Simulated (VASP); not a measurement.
The system is Sc2AlAs3.

```
Sc Al As
1.0
     4.28698    0.00000    0.00000
     0.00000    4.28698    0.00000
     0.00000    0.00000    7.90173
Sc Al As
2 1 3
Direct
  0.50000 0.50000 0.20816
  0.50000 0.50000 0.79184
  0.00000 0.00000 0.00000
  0.50000 0.00000 0.00000
  0.00000 0.50000 0.00000
  0.50000 0.50000 0.50000
```

The cell was generated, and may not be a known phase.

```yaml
Program: VASP 6.6.1
Task: relaxation of cell and atoms
Functional: PBE
Potentials_or_basis: VASP PAW PBE potentials, release 64 (Sc_sv, Al, As)
Cutoff: 600 eV
k_mesh: 4 × 4 × 2
Occupations: gaussian, width 0.1 eV
Spin: no spin polarisation
```

At the start: pressure 23.2 GPa; volume 24.20 Å³/atom.

Task: Where does the relaxation end?

Result: Over 9 steps the energy falls by 613.7 meV/atom and the volume is 32.72 Å³/atom (+35.2 %); space group P4/mmm (No. 123, to 0.1 Å) before and after.

The path:
| step | energy change (eV) | largest force (eV/Å) | pressure (GPa) | volume (Å³) |
| --- | --- | --- | --- | --- |
| 1 | 0.0000 | 2.0369 | 23.24 | 145.22 |
| 2 | -2.7233 | 0.1779 | -5.27 | 231.91 |
| 3 | -3.2506 | 0.5772 | -0.57 | 198.53 |
| 4 | -3.2522 | 0.5390 | -1.03 | 200.76 |
| 5 | -3.6288 | 0.6855 | -0.78 | 200.44 |
| 6 | -3.6351 | 0.7267 | -0.71 | 200.33 |
| 7 | -3.6786 | 0.2403 | 0.01 | 196.28 |
| 8 | -3.6812 | 0.0827 | 0.25 | 195.06 |
| 9 | -3.6823 | 0.0230 | -0.05 | 196.31 |

Final structure:
```
Sc Al As
1.0
     4.96725    0.00000    0.00000
     0.00000    4.96725    0.00000
     0.00000    0.00000    7.95629
Sc Al As
2 1 3
Direct
  0.50000 0.50000 0.18878
  0.50000 0.50000 0.81122
  0.00000 0.00000 0.00000
  0.50000 0.00000 0.00000
  0.00000 0.50000 0.00000
  0.50000 0.50000 0.50000
```

Caveat: the k points lie up to 0.39 Å⁻¹ apart in the final cell; the volume moved by over 15 % at a fixed basis, so the end points are rough.
